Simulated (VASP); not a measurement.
# Al2Ru (I4/mmm) in VASP: notebook

Al2Ru is run at these levels: PBEsol; tasks: single point.

All numbers are computed with VASP 6.6.1; they aren't measurements. Logs are shortened: lines on timing, memory, paths and dates and some standing lists are left out, and cuts for length are marked.

## 1. The cell of the first run

The structure is tetragonal, space group I4/mmm (No. 139). The conventional cell has a = 3.121 Å, b = 3.121 Å, c = 8.444 Å, α = 90.00°, β = 90.00°, γ = 90.00°. Within 3.4 Å of Al (site symmetry 4mm) lie 5 Ru at 2.58 to 2.88 Å and 9 Al at 2.69 to 3.12 Å. Within 3.4 Å of Ru (site symmetry 4/mmm) lie 10 Al at 2.58 to 2.88 Å and 4 Ru at 3.12 Å.

## 2. Single point, PBEsol

INCAR reads:

```
SYSTEM = Al2Ru
PREC = Accurate
ENCUT = 520
EDIFF = 1E-7
ISMEAR = 0
SIGMA = 0.1
LREAL = .FALSE.
LASPH = .TRUE.
NELM = 80
ALGO = Normal
ISIF = 2
LWAVE = .FALSE.
LCHARG = .FALSE.
GGA = PS
NBANDS = 17
```

KPOINTS reads:

```
regular mesh
0
G
  6 6 6
  0 0 0
```

POSCAR reads:

```
Al2Ru
1.0
   -1.5604216200      1.5604216200      4.2218055900
    1.5604216200     -1.5604216200      4.2218055900
    1.5604216200      1.5604216200     -4.2218055900
Al Ru
2 1
Direct
    0.6592021900      0.6592021900      0.0000000000
    0.3407978100      0.3407978100      0.0000000000
    0.0000000000      0.0000000000      0.0000000000
```

Potentials or basis: VASP PAW PBE potentials, release 64 (Al, Ru_pv).

Launch:

```
$ cat potpaw_PBE.64/Al/POTCAR potpaw_PBE.64/Ru_pv/POTCAR > POTCAR
$ mpirun -np 1 vasp_std > vasp.out
```

OUTCAR:

```text
SYSTEM = Al2Ru
   PREC = Accurate
   ENCUT = 520
   EDIFF = 1E-7
   ISMEAR = 0
   LREAL = .FALSE.
   LASPH = .TRUE.
   NELM = 80
   ISIF = 2
   GGA = PS

 ion  position               nearest neighbor table
   1  0.659  0.659  0.000-   3 2.58   3 2.58   3 2.58   3 2.58   2 2.69   2 2.69   2 2.69   2 2.69
                             2 2.69   3 2.88
   2  0.341  0.341  0.000-   3 2.58   3 2.58   3 2.58   3 2.58   1 2.69   1 2.69   1 2.69   1 2.69
                             1 2.69   3 2.88
   3  0.000  0.000  0.000-   1 2.58   1 2.58   1 2.58   2 2.58   1 2.58   2 2.58   2 2.58   2 2.58
                             1 2.88   2 2.88

  LATTYP: Found a body centered tetragonal cell.
 ALAT       =     3.1208432400
 C/A-ratio  =     2.7055544065

  Lattice vectors:

 A1 = (  -1.5604216200,   1.5604216200,   4.2218055900)
 A2 = (   1.5604216200,  -1.5604216200,   4.2218055900)
 A3 = (   1.5604216200,   1.5604216200,  -4.2218055900)

Analysis of symmetry for initial positions (statically):
=====================================================================
 Subroutine PRICEL returns:
 Original cell was already a primitive cell.

 Routine SETGRP: Setting up the symmetry group for a
 body centered tetragonal supercell.

 Subroutine GETGRP returns: Found 16 space group operations
 (whereof 16 operations were pure point group operations)
 out of a pool of 16 trial point group operations.

The static configuration has the point symmetry D_4h.

Analysis of symmetry for dynamics (positions and initial velocities):
=====================================================================
 Subroutine PRICEL returns:
 Original cell was already a primitive cell.

 Routine SETGRP: Setting up the symmetry group for a
 body centered tetragonal supercell.

 Subroutine GETGRP returns: Found 16 space group operations
 (whereof 16 operations were pure point group operations)
 out of a pool of 16 trial point group operations.

The dynamic configuration has the point symmetry D_4h.

 Subroutine INISYM returns: Found 16 space group operations
 (whereof 16 operations are pure point group operations),
 and found     1 'primitive' translations

----------------------------------------------------------------------------------------

                                     Primitive cell

  volume of cell :      41.1190

  direct lattice vectors                    reciprocal lattice vectors
    -1.560421620  1.560421620  4.221805590     0.000000000  0.320426219  0.118432739
     1.560421620 -1.560421620  4.221805590     0.320426219  0.000000000  0.118432739
     1.560421620  1.560421620 -4.221805590     0.320426219  0.320426219  0.000000000

  length of vectors
     4.763766756  4.763766756  4.763766756     0.341612757  0.341612757  0.453151105

  position of ions in fractional coordinates (direct lattice)
     0.659202190  0.659202190  0.000000000
     0.340797810  0.340797810  0.000000000
     0.000000000  0.000000000  0.000000000

  ion indices of the primitive-cell ions
   primitive index   ion index
                 1           1
                 2           2
                 3           3

----------------------------------------------------------------------------------------

 KPOINTS: regular mesh

Automatic generation of k-mesh.
 Grid dimensions read from file:
 generate k-points for:    6    6    6

 Generating k-lattice:

  Cartesian coordinates                     Fractional coordinates (reciprocal lattice)
     0.000000000  0.053404370  0.019738790     0.166666667  0.000000000  0.000000000
     0.053404370  0.000000000  0.019738790     0.000000000  0.166666667  0.000000000
     0.053404370  0.053404370  0.000000000     0.000000000  0.000000000  0.166666667

  Length of vectors
     0.056935459  0.056935459  0.075525184

  Shift w.r.t. Gamma in fractional coordinates (k-lattice)
     0.000000000  0.000000000  0.000000000

 Subroutine IBZKPT returns following result:
 ===========================================

 Found     30 irreducible k-points:

 Following reciprocal coordinates:
            Coordinates               Weight
  0.000000  0.000000  0.000000      1.000000
  0.166667  0.000000 -0.000000      8.000000
  0.333333  0.000000 -0.000000      8.000000
  0.500000  0.000000 -0.000000      4.000000
  0.166667  0.166667 -0.000000      8.000000
  0.333333  0.166667 -0.000000     16.000000
[... 16 lines left out ...]
 -0.333333 -0.333333  0.166667      8.000000
 -0.166667 -0.333333  0.166667      8.000000
 [... further k-points ...]
   k-points           NKPTS =     30   k-points in BZ     NKDIM =     30   number of bands    NBANDS=     17
   number of dos      NEDOS =    301   number of ions     NIONS =      3
   total plane-waves  NPLWV =  46656
   dimension x,y,z NGX =    36 NGY =   36 NGZ =   36
   dimension x,y,z NGXF=    72 NGYF=   72 NGZF=   72
   ions per type =               2   1
   NGX,Y,Z   is equivalent  to a cutoff of  12.56, 12.56, 12.56 a.u.
   NGXF,Y,Z  is equivalent  to a cutoff of  25.13, 25.13, 25.13 a.u.
 SYSTEM =  Al2Ru
   PREC   = accura    normal or accurate (medium, high low for compatibility)
   ISTART =      0    job   : 0-new  1-cont  2-samecut
   ICHARG =      2    charge: 1-file 2-atom 10-const
   ISPIN  =      1    spin polarized calculation?
   LNONCOLLINEAR =      F non collinear calculations
   LSORBIT =      F    spin-orbit coupling
   LASPH  =      T    aspherical Exc in radial PAW
   ENCUT  =  520.0 eV  38.22 Ry    6.18 a.u.   8.86  8.86  8.86*2*pi/ulx,y,z
   NELM   =     80;   NELMIN=  2; NELMDL= -5     # of ELM steps
   EDIFF  = 0.1E-06   stopping-criterion for ELM
   LREAL  =      F    real-space projection
   EDIFFG = 0.1E-05   stopping-criterion for IOM
   NSW    =      0    number of steps for IOM
   IBRION =     -1    ionic relax: 0-MD 1-quasi-New 2-CG
   NFREE  =      0    steps in history (QN), initial steepest desc. (CG)
   ISIF   =      2    stress and relaxation
   ISYM   =      2    0-nonsym 1-usesym 2-fastsym
   POTIM  = 0.5000    time-step for ionic-motion
   TEBEG  =    0.0;   TEEND  =   0.0 temperature during run
   PSTRESS=    0.0 pullay stress
   NELECT =      20.0000    total number of electrons
   NUPDOWN=      -1.0000    fix difference up-down
   EMIN   =  10.00;   EMAX   =-10.00  energy-range for DOS
   EFERMI =   0.00;   METHOD = LEGACY
   ISMEAR =     0;   SIGMA  =   0.10  broadening in eV -4-tet -1-fermi 0-gaus
   EFERMI_NEDOS =   21; number of points for ismear=-14 and -15
   IALGO  =     38    algorithm
   IMIX   =      4    mixing-type and parameters
     AMIX     =   0.40;   BMIX     =  1.00
     AMIX_MAG =   1.60;   BMIX_MAG =  1.00
  volume/ion in A,a.u.               =      13.71        92.49
  Fermi-wavevector in a.u.,A,eV,Ry     =   1.287471  2.432967 22.552766  1.657582
  Thomas-Fermi vector in A             =   2.419483
   LORBIT       =      0    0 simple, 1 ext, 2 COOP (PROOUT), +10 PAW based schemes
   GGA     = PS    functional components
   LHFCALC =     F    Hartree Fock is set to
   AEXX    =    0.0000 exact exchange contribution
   IVDW    =     0    specifies the selected vdW correction
   LEPSILON=     F    determine dielectric tensor
   LRPA    =     F    only Hartree local field effects (RPA)
 non-spin polarized calculation
 Gauss-broadening in eV      SIGMA  =   0.10
  energy-cutoff  :      520.00
  volume of cell :       41.12
 maximum number of plane-waves:      1118
   NGX = 17   NGY = 17   NGZ = 17

 number of electron      19.9999999 magnetization

 Free energy of the ion-electron system (eV)
  ---------------------------------------------------
  ext. energy  EPLUGINS =         0.00000000
  ---------------------------------------------------
  free energy    TOTEN  =       -20.32175322 eV

  energy without entropy =      -20.31868487  energy(sigma->0) =      -20.32021905

 E-fermi :  10.5042     XC(G=0): -12.0218

 val. band max:       10.4413842484   @ k =   0.3333   0.1667   0.1667
 cond. band min:      10.5179582868   @ k =   0.5000   0.5000   0.1667
 fundamental gap:      0.0765740384
 Fermi energy:        10.5041895096

 k-point     1 :       0.0000    0.0000    0.0000
  band No.  band energies     occupation
      1     -32.0622      2.00000
      2     -32.0622      2.00000
      3     -31.9808      2.00000
      4      -0.3988      2.00000
      5       5.0861      2.00000
      6       6.6846      2.00000
[... 9 lines left out ...]
     16      16.7610      0.00000
     17      18.2612      0.00000

 k-point     2 :       0.1667    0.0000   -0.0000
  band No.  band energies     occupation
      1     -32.0958      2.00000
      2     -32.0593      2.00000
      3     -31.9776      2.00000
      4       0.1171      2.00000
      5       5.2951      2.00000
      6       6.8187      2.00000
[... 9 lines left out ...]
     16      18.2219      0.00000
     17      21.0849      0.00000

 k-point     3 :       0.3333    0.0000   -0.0000
  band No.  band energies     occupation
      1     -32.1626      2.00000
      2     -32.0535      2.00000
      3     -31.9712      2.00000
      4       1.5715      2.00000
      5       5.2984      2.00000
      6       6.2885      2.00000
[... 9 lines left out ...]
     16      20.6520      0.00000
     17      20.6879      0.00000

 k-point     4 :       0.5000    0.0000   -0.0000
  band No.  band energies     occupation
      1     -32.1957      2.00000
      2     -32.0505      2.00000
      3     -31.9680      2.00000
      4       3.4068      2.00000
      5       3.9316      2.00000
      6       5.9041      2.00000
[... 9 lines left out ...]
     16      19.2525      0.00000
     17      20.1482      0.00000

 k-point     5 :       0.1667    0.1667   -0.0000
  band No.  band energies     occupation
      1     -32.0936      2.00000
      2     -32.0918      2.00000
      3     -31.9747      2.00000
      4       0.7314      2.00000
      5       5.1534      2.00000
      6       6.9556      2.00000
[... 9 lines left out ...]
     16      20.6123      0.00000
     17      20.6589      0.00000

 k-point     6 :       0.3333    0.1667   -0.0000
  band No.  band energies     occupation
      1     -32.1589      2.00000
      2     -32.0863      2.00000
      3     -31.9682      2.00000
      4       2.2015      2.00000
      5       5.1173      2.00000
      6       6.4097      2.00000
[... 9 lines left out ...]
     16      18.9309      0.00000
     17      20.4615      0.00000

 k-point     7 :       0.5000    0.1667   -0.0000
  band No.  band energies     occupation
      1     -32.1917      2.00000
      2     -32.0831      2.00000
      3     -31.9648      2.00000
      4       3.7397      2.00000
      5       4.1269      2.00000
      6       6.1395      2.00000
[... 9 lines left out ...]
     16      19.9111      0.00000
     17      19.9798      0.00000

 k-point     8 :      -0.3333    0.1667    0.0000
  band No.  band energies     occupation
      1     -32.1589      2.00000
      2     -32.0863      2.00000
      3     -31.9678      2.00000
      4       1.8078      2.00000
      5       5.7200      2.00000
      6       6.5023      2.00000
[... 9 lines left out ...]
     16      17.9001      0.00000
     17      21.5152      0.00000
[... 203 lines left out ...]
      1     -32.1957      2.00000
      2     -32.0505      2.00000
      3     -31.9680      2.00000
      4       3.3577      2.00000
      5       4.0412      2.00000
      6       5.7506      2.00000
[... 9 lines left out ...]
     16      19.2158      0.00000
     17      20.5495      0.00000

 k-point    20 :       0.5000    0.5000    0.1667
  band No.  band energies     occupation
      1     -32.1522      2.00000
      2     -32.1507      2.00000
      3     -31.9620      2.00000
      4       3.8837      2.00000
      5       4.3985      2.00000
      6       7.0755      2.00000
[... 9 lines left out ...]
     16      18.1285      0.00000
     17      19.9497      0.00000

 k-point    21 :      -0.3333    0.5000    0.1667
  band No.  band energies     occupation
      1     -32.1589      2.00000
      2     -32.0863      2.00000
      3     -31.9687      2.00000
      4       2.8399      2.00000
      5       4.3805      2.00000
      6       5.9846      2.00000
[... 9 lines left out ...]
     16      19.7374      0.00000
     17      20.4052      0.00000

 k-point    22 :      -0.1667    0.5000    0.1667
  band No.  band energies     occupation
      1     -32.1626      2.00000
      2     -32.0535      2.00000
      3     -31.9718      2.00000
      4       2.1556      2.00000
      5       4.5789      2.00000
      6       5.7926      2.00000
[... 9 lines left out ...]
     16      20.3251      0.00000
     17      20.3805      0.00000

 k-point    23 :      -0.3333   -0.3333    0.1667
  band No.  band energies     occupation
      1     -32.0936      2.00000
      2     -32.0918      2.00000
      3     -31.9755      2.00000
      4       1.3931      2.00000
      5       3.9558      2.00000
      6       6.8047      2.00000
[... 9 lines left out ...]
     16      20.7854      0.00000
     17      20.8914      0.00000

 k-point    24 :      -0.1667   -0.3333    0.1667
  band No.  band energies     occupation
      1     -32.0959      2.00000
      2     -32.0593      2.00000
      3     -31.9785      2.00000
      4       0.5939      2.00000
      5       4.2524      2.00000
      6       6.6897      2.00000
[... 9 lines left out ...]
     16      19.8550      0.00000
     17      20.5354      0.00000

 [... further k-points ...]
[... 5 lines left out ...]
  --------------------------------------------------------------------------------------
  -------------------------------------------------------------------------------------
  Total       -0.0689827     -0.0689827     -0.1518272      0.0000000      0.0000000     -0.0000000
  in kB       -2.6878709     -2.6878709     -5.9158623      0.0000000      0.0000000     -0.0000000
  external PRESSURE =      -3.7638680 kB  Pullay stress =       0.0000000 kB

 VOLUME and BASIS-vectors are now :
 -----------------------------------------------------------------------------
  energy-cutoff  :      520.00
  volume of cell :       41.12
      direct lattice vectors                 reciprocal lattice vectors
    -1.560421620  1.560421620  4.221805590     0.000000000  0.320426219  0.118432739
     1.560421620 -1.560421620  4.221805590     0.320426219  0.000000000  0.118432739
     1.560421620  1.560421620 -4.221805590     0.320426219  0.320426219  0.000000000

 POSITION                                       TOTAL-FORCE (eV/Angst)
 -----------------------------------------------------------------------------------
      0.00000      0.00000      5.56605         0.000000      0.000000     -0.024690
      0.00000      0.00000      2.87756         0.000000      0.000000      0.024690
      0.00000      0.00000      0.00000        -0.000000     -0.000000     -0.000000
 -----------------------------------------------------------------------------------
    total drift:                                0.000000     -0.000000      0.000000

  FREE ENERGIE OF THE ION-ELECTRON SYSTEM (eV)
  ---------------------------------------------------
  free  energy   TOTEN  =       -20.3217532156 eV

  energy  without entropy=      -20.3186848748  energy(sigma->0) =      -20.32021905
```

Run time: 13 s. Hardware: 1 thread of Intel Xeon 6975P-C (Granite Rapids), shared host; peak memory 0.2 GiB.

What came out:

```yaml
Free_energy: -20.3218 eV
Pressure: -0.4 GPa
Largest_force: 0.025 eV/Å
Band_gap_on_the_k_mesh: 0.08 eV, indirect (least direct gap 0.51 eV)
```

Forces on the atoms (eV/Å):
```
Al   0.000  0.000 -0.025
Al   0.000  0.000  0.025
Ru   0.000  0.000  0.000
```

Caveat: the k points lie up to 0.47 Å⁻¹ apart; the PAW data sets were made with another functional, which shifts forces and pressure a little. A k mesh can miss the band edges.

## 3. Single point, PBEsol

INCAR reads:

```
ALGO     = Normal         # electronic algorithm
EDIFF    = 1E-6           # SCF threshold, eV
ENCUT    = 520            # plane-wave cutoff, eV
GGA      = PS             # functional
ISIF     = 2              # what is computed and relaxed
ISMEAR   = 0              # smearing method
LASPH    = T              # aspherical terms in the spheres
LCHARG   = F              # write CHGCAR
LREAL    = F              # projectors in reciprocal space
LWAVE    = F              # write WAVECAR
NBANDS   = 17             # bands
NELM     = 60             # most SCF steps
PREC     = Accurate       # precision mode
SIGMA    = 0.1            # smearing width, eV
```

KPOINTS reads:

```
k-points
0
Gamma
  8 8 8
```

POSCAR is that of step 2.

Potentials or basis: VASP PAW PBE potentials, release 64 (Al, Ru_pv).

Launch:

```
$ cat potpaw_PBE.64/Al/POTCAR potpaw_PBE.64/Ru_pv/POTCAR > POTCAR
$ mpirun -np 1 vasp_std > vasp.out
```

Wall time 20 s (1 thread of Intel Xeon 6975P-C (Granite Rapids), shared host); peak memory 0.21 GiB.

The run converged. Its results:

```yaml
Free_energy: -20.3294 eV
Pressure: -0.3 GPa
Largest_force: 0.062 eV/Å
Band_gap_on_the_k_mesh: zero (band 10 reaches 10.67 eV, above the bottom of band 11 at 10.55 eV)
```

Forces in eV/Å, atoms in the order of the input:
```
Al   0.000  0.000 -0.062
Al   0.000  0.000  0.062
Ru   0.000  0.000  0.000
```

Stress tensor (GPa, compression positive):
```
-0.10  0.00  0.00
 0.00 -0.10  0.00
 0.00  0.00 -0.85
```

Levels at points of the mesh, in eV from the Fermi level:
| k point | band 6 | band 7 | band 8 | band 9 | band 10 | band 11 | band 12 | band 13 | band 14 | band 15 |
| --- | --- | --- | --- | --- | --- | --- | --- | --- | --- | --- |
| (0.00, 0.00, 0.00) | -3.86 | -2.02 | -2.02 | -2.01 | -0.98 | 2.36 | 4.63 | 6.09 | 6.09 | 6.20 |
| (0.50, 0.00, 0.00) | -4.64 | -2.96 | -2.78 | -2.58 | -1.45 | 0.55 | 3.02 | 5.07 | 6.96 | 8.45 |
| (0.50, 0.50, 0.00) | -3.51 | -3.45 | -3.12 | -1.31 | -0.37 | 0.25 | 1.80 | 1.97 | 4.75 | 5.35 |
| (0.50, 0.50, 0.50) | -4.02 | -2.66 | -1.58 | -1.58 | -0.95 | 3.12 | 3.12 | 6.26 | 6.43 | 8.48 |

Caveat: the PAW data sets were made with another functional, which shifts forces and pressure a little.

(Part 1 of 2 ends here.)
